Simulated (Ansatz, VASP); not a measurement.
**Two plane-wave programs on Ge**

The input INCAR:

```
ALGO = Normal
DIPOL = 0.5 0.5 0.500
EDIFF = 1E-6
ENCUT = 520
GGA = PE
IDIPOL = 3
ISIF = 2
ISMEAR = 0
LASPH = T
LCHARG = F
LDIPOL = T
LREAL = F
LWAVE = F
NBANDS = 21
NELM = 100
PREC = Accurate
SIGMA = 0.1
```

Contents of KPOINTS:

```
k-points
0
Gamma
  12 12 1
```

File POSCAR:

```
Ge
1.0
    3.8560000000      0.0000000000      0.0000000000
   -1.9280000000      3.3393939570      0.0000000000
    0.0000000000      0.0000000000     28.0000000000
Ge
2
Direct
    0.3333333333      0.6666666667      0.5051964286
    0.6666666667      0.3333333333      0.4948035714
```

Input for Ansatz:

```yaml
crystal:
  lattice:
    - [3.856, 0.0, 0.0]
    - [-1.928, 3.339393957, 0.0]
    - [0.0, 0.0, 28.0]
  atoms:
    - { symbol: Ge, position: [0.3333333333, 0.6666666667, 0.5051964286] }
    - { symbol: Ge, position: [0.6666666667, 0.3333333333, 0.4948035714] }
  periodic: [true, true, false]
basis:
  ecutwfc: 420
kpoints:
  mp_grid: { grid: [12, 12, 1] }
hamiltonian:
  xc: pbe
  pseudopotentials: { kind: paw, azcp: { folder: soft_1 } }
scf:
  occupations: { method: gaussian, width: 0.1 }
output:
  forces: true
  stress: true
  eigenvalues: true
```

Alike in both runs: task single point; functional PBE; k mesh 12 × 12 × 1; occupations gaussian, width 0.1 eV; no spin polarisation.

|  | VASP | Ansatz |
| --- | --- | --- |
| version | VASP 6.6.1 | Ansatz 0.2.0 |
| potentials or method | VASP PAW PBE potentials, release 64 (Ge_d), cutoff 520 eV | scalar-relativistic, plane waves, PAW |
| valence electrons in the cell | 28 | 28 |

|  | VASP | Ansatz | Ansatz less VASP |
| --- | --- | --- | --- |
| gap on the k mesh at the Fermi level (eV) | none | none | - |
| rms of the force components (eV/Å) | 0.452 | 0.458 | +0.0066 |

Atom by atom the forces differ by 0.007 eV/Å (rms over components). A gap of «none» marks a metal or a gap that the smearing closes. With one functional, cell and mesh, what is left measures potentials, basis and numerics.
